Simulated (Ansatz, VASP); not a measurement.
# Two plane-wave programs on Sb

The input INCAR:

```
PREC = Accurate
ENCUT = 500
EDIFF = 1E-7
ISMEAR = -1
SIGMA = 0.05
LREAL = F
LASPH = T
NELM = 120
ALGO = Normal
ISIF = 3
LWAVE = F
LCHARG = F
GGA = PS
IBRION = 2
NSW = 100
EDIFFG = -0.002
GGA_COMPAT = F
NELMIN = 4
```

Contents of KPOINTS:

```
Automatic mesh
0
Gamma
  10 10 10
```

POSCAR

```
Sb
1.0
    2.1542000000      1.2437279499      3.7580000000
   -2.1542000000      1.2437279499      3.7580000000
    0.0000000000     -2.4874558998      3.7580000000
Sb
2
Direct
    0.2334900000      0.2334900000      0.2334900000
    0.7665100000      0.7665100000      0.7665100000
```

Input for Ansatz:

```yaml
crystal:
  lattice:
    - [2.15420000001, 1.24372794989, 3.758]
    - [-2.15420000001, 1.24372794989, 3.758]
    - [0.0, -2.48745589979, 3.758]
  atoms:
    - { symbol: Sb, position: [0.23349, 0.23349, 0.23349] }
    - { symbol: Sb, position: [0.76651, 0.76651, 0.76651] }
kpoints:
  mp_grid: { grid: [10, 10, 10] }
scf:
  occupations: { method: fermi_dirac, width: 0.05 }
hamiltonian:
  xc: pbesol
  pseudopotentials: { kind: paw }
relax:
  f_tol: 0.002
  max_steps: 80
  cell: {}
output:
  forces: true
  stress: true
```

Alike in both runs: task relaxation of cell and atoms; functional PBEsol; k mesh 10 × 10 × 10; occupations fermi-dirac, width 0.05 eV; no spin polarisation.

```csv
,VASP,Ansatz
version,VASP 6.6.1,Ansatz 0.2.0
potentials or method,"VASP PAW PBE potentials, release 64 (Sb)","PAW with Ansatz's default frozen-core files, scalar-relativistic"
plane-wave cutoff (eV),500,420
valence electrons in the cell,10,30
```

Ansatz gave:

| Property | Result |
| --- | --- |
| relaxed volume (Å³/atom) | 29.86 |
| relaxed cell length with the largest relative difference (Å) | 4.455 |

Q: Estimate VASP's values.

A: Relaxed volume (Å³/atom): 29.87; relaxed cell length with the largest relative difference (Å): 4.451.

VASP's potentials were made for PBE, not for PBEsol. VASP's potentials hold 10 valence electrons a cell and Ansatz's 30, so a difference there can come from the potentials and not from the codes.

Spin-orbit coupling is off throughout.
